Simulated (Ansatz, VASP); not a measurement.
## One calculation of Ca, two programs

The input INCAR:

```
SYSTEM = Ca
PREC = Accurate
ENCUT = 520
EDIFF = 1E-6
ISMEAR = 0
SIGMA = 0.1
LREAL = .FALSE.
LASPH = .TRUE.
NELM = 100
ALGO = Fast
ISIF = 2
LWAVE = .FALSE.
LCHARG = .FALSE.
GGA = PE
NBANDS = 39
```

File KPOINTS:

```
regular mesh
0
G
  2 2 6
  0 0 0
```

POSCAR

```
Ca
1.0
    9.5739532100      0.0000000000      0.0000000000
    0.0000000000      9.5739532100      0.0000000000
    0.0000000000      0.0000000000      3.5106201900
Ca
6
Direct
    0.1767953900      0.3232046100      0.0000000000
    0.3232046100      0.8232046100      0.0000000000
    0.8232046100      0.6767953900      0.0000000000
    0.6767953900      0.1767953900      0.0000000000
    0.0000000000      0.0000000000      0.0000000000
    0.5000000000      0.5000000000      0.0000000000
```

Input for Ansatz:

```yaml
crystal:
  lattice:
    - [9.57395321, 0.0, 0.0]
    - [0.0, 9.57395321, 0.0]
    - [0.0, 0.0, 3.51062019]
  atoms:
    - { symbol: Ca, position: [0.17679539, 0.32320461, 0.0] }
    - { symbol: Ca, position: [0.32320461, 0.82320461, 0.0] }
    - { symbol: Ca, position: [0.82320461, 0.67679539, 0.0] }
    - { symbol: Ca, position: [0.67679539, 0.17679539, 0.0] }
    - { symbol: Ca, position: [0.0, 0.0, 0.0] }
    - { symbol: Ca, position: [0.5, 0.5, 0.0] }
basis:
  ecutwfc: 420
kpoints:
  mp_grid: { grid: [2, 2, 6] }
hamiltonian:
  xc: pbe
scf:
  occupations: { method: gaussian, width: 0.1 }
  lower_state_search: "off"
output:
  forces: true
  stress: true
  eigenvalues: true
```

Alike in both runs: task single point; functional PBE; k mesh 2 × 2 × 6; occupations gaussian, width 0.1 eV; no spin polarisation.

|  | VASP | Ansatz |
| --- | --- | --- |
| version | VASP 6.6.1 | Ansatz 0.2.0 |
| potentials or method | VASP PAW PBE potentials, release 64 (Ca_sv), cutoff 520 eV | scalar-relativistic, plane waves, PAW |
| valence electrons in the cell | 60 | 60 |

|  | VASP | Ansatz | Ansatz less VASP |
| --- | --- | --- | --- |
| gap on the k mesh at the Fermi level (eV) | none | none | - |
| pressure (GPa) | -0.1 | -0.1 | 0.00 |
| traceless stress, the component that is largest in VASP (GPa) | 1.62 | 1.62 | -0.007 |
| rms of the force components (eV/Å) | 0.053 | 0.053 | -0.0007 |

Atom by atom the forces differ by 0.001 eV/Å (rms over components). A gap of «none» marks a metal or a gap that the smearing closes. The functional is the same, so the differences come from potentials, cutoffs and numerics.
